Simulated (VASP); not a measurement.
Write the native input for VASP 6.6.1 that does the following.

```yaml
Task: single point
Functional: LDA
Potentials_or_basis: VASP PAW LDA potentials, release 64 (Tl_d)
Cutoff: 520 eV
k_mesh: 16 × 16 × 16
Occupations: gaussian, width 0.15 eV
Spin: no spin polarisation
Dipole_correction: no
Further_INCAR_settings: ALGO = Fast; EDIFF = 1e-07; NBANDS = 12
```

The structure of Tl lies in POSCAR:

```
Tl
1.0
    0.0000000000      2.4663412330      2.4663412330
    2.4663412330      0.0000000000      2.4663412330
    2.4663412330      2.4663412330      0.0000000000
Tl
1
Direct
    0.0000000000      0.0000000000      0.0000000000
```

These files were run (other wordings do the same):

INCAR

```
ALGO = Fast
EDIFF = 1E-7
ENCUT = 520
ISIF = 2
ISMEAR = 0
LASPH = T
LCHARG = F
LREAL = F
LWAVE = F
NBANDS = 12
NELM = 60
PREC = Accurate
SIGMA = 0.15
```

KPOINTS

```
k-points
0
Gamma
  16 16 16
```

Potentials or basis: VASP PAW LDA potentials, release 64 (Tl_d).

Command:

```console
$ cat potpaw_LDA.64/Tl_d/POTCAR > POTCAR
$ mpirun -np 1 vasp_std > vasp.out
```

Results of the run:

The pressure is -3.5 GPa.

It took 28 s on 1 thread of Intel(R) Xeon(R) Platinum 8488C (Sapphire Rapids) (shared host), peak memory 0.18 GiB.
